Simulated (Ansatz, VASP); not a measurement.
**Two plane-wave programs on Ga2Sb2CO**

```xyz
6
Lattice="4.3344 0.0000 0.0000 -2.1672 3.7537 0.0000 0.0000 0.0000 23.3197" Properties=species:S:1:pos:R:3 pbc="T T T"
Sb    0.0000    0.0000    4.0000
Sb    0.0000    2.5025    7.6992
Ga    0.0000    2.5025    4.8848
Ga    2.1672    1.2512    8.4697
O     3.6120    2.0854   12.1697
C     3.6120    2.0854   13.3197
```

Alike in both runs: task single point; functional PBE; dispersion D3(BJ); k mesh 6 × 6 × 1; occupations gaussian, width 0.1 eV; no spin polarisation.

|  | VASP | Ansatz |
| --- | --- | --- |
| version | VASP 6.6.1 | Ansatz 0.2.0 |
| potentials or method | VASP PAW PBE potentials, release 64 (Sb, Ga_d, O, C), cutoff 520 eV | scalar-relativistic, plane waves, PAW |
| valence electrons in the cell | 46 | 66 |

```tsv
	VASP	Ansatz	Ansatz less VASP
gap on the k mesh at the Fermi level (eV)	0.04	0.04	-0.004
least direct gap on the mesh (eV)	0.14	0.15	+0.005
rms of the force components (eV/Å)	0.240	0.508	+0.2677
```

One of these differences is far larger than is usual between the two programs; its cause wasn't traced. VASP's potentials hold 46 valence electrons a cell and Ansatz's 66, so a difference there can come from the potentials and not from the codes.

Spin-orbit coupling is off throughout. Noted on VASP's run: the standard files for N, O and F lose accuracy on very short bonds.
